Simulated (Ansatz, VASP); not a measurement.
**TaN: VASP beside Ansatz**

Contents of INCAR:

```
SYSTEM = TaN
ALGO = Normal
EDIFF = 1E-6
ENCUT = 520
GGA = CA
ISIF = 2
ISMEAR = -1
LASPH = .TRUE.
LCHARG = .FALSE.
LREAL = .FALSE.
LWAVE = .FALSE.
NBANDS = 33
NELM = 80
PREC = Accurate
SIGMA = 0.03
```

File KPOINTS:

```
k-points
0
G
  5 5 8
  0 0 0
```

Contents of POSCAR:

```
TaN
1.0
    5.1676579916      0.0000000000      0.0000000000
   -2.5838289958      4.4753230988      0.0000000000
    0.0000000000      0.0000000000      2.8982741748
Ta N
3 3
Direct
    0.0000000000      0.0000000000      0.0000000000
    0.3333333333      0.6666666667      0.5000000000
    0.6666666667      0.3333333333      0.5000000000
    0.5000000000      0.0000000000      0.0000000000
    0.5000000000      0.5000000000      0.0000000000
    0.0000000000      0.5000000000      0.0000000000
```

Input for Ansatz:

```yaml
crystal:
  lattice:
    - [5.1676579916, 0.0, 0.0]
    - [-2.5838289958, 4.4753230988, 0.0]
    - [0.0, 0.0, 2.8982741748]
  atoms:
    - { symbol: Ta, position: [0.0, 0.0, 0.0] }
    - { symbol: Ta, position: [0.3333333333, 0.6666666667, 0.5] }
    - { symbol: Ta, position: [0.6666666667, 0.3333333333, 0.5] }
    - { symbol: "N", position: [0.5, 0.0, 0.0] }
    - { symbol: "N", position: [0.5, 0.5, 0.0] }
    - { symbol: "N", position: [0.0, 0.5, 0.0] }
kpoints:
  mp_grid: { grid: [5, 5, 8] }
  band_path:
    path:
      - [0.0, 0.0, 0.0]
      - [0.5, 0.0, 0.0]
      - [0.3333333333, 0.3333333333, 0.0]
      - [0.0, 0.0, 0.0]
      - [0.0, 0.0, 0.5]
      - [0.5, 0.0, 0.5]
      - [0.3333333333, 0.3333333333, 0.5]
      - [0.0, 0.0, 0.5]
      - [0.5, 0.0, 0.5]
    npoints: 5
scf:
  occupations: { method: fermi_dirac, width: 0.03 }
hamiltonian:
  xc: lda
  pseudopotentials: { kind: all_electron, lapw: { basis_error: 0.0005 } }
output:
  forces: true
  stress: true
  eigenvalues: true
```

Change from the starting cell: volume scaled by 0.99.

Alike in both runs: task single point; functional LDA; k mesh 5 × 5 × 8; occupations fermi-dirac, width 0.03 eV; no spin polarisation.

```csv
,VASP,Ansatz
version,VASP 6.6.1,Ansatz 0.2.0
potentials or method,"VASP PAW LDA potentials, release 64 (Ta_pv, N), cutoff 520 eV","all-electron LAPW, scalar-relativistic"
```

Ansatz gave:

* pressure (GPa): -1.5
* traceless stress, the component that is largest in VASP (GPa): -0.99

Task: Which values does VASP return?

Result: Pressure (GPa): 0.3; traceless stress, the component that is largest in VASP (GPa): -0.53.

LDA's correlation is that of Perdew and Zunger in VASP and of Perdew and Wang (1992) in Ansatz. Ansatz ran all-electron here, and VASP with PAW potentials.

Neither program's run includes spin-orbit coupling.
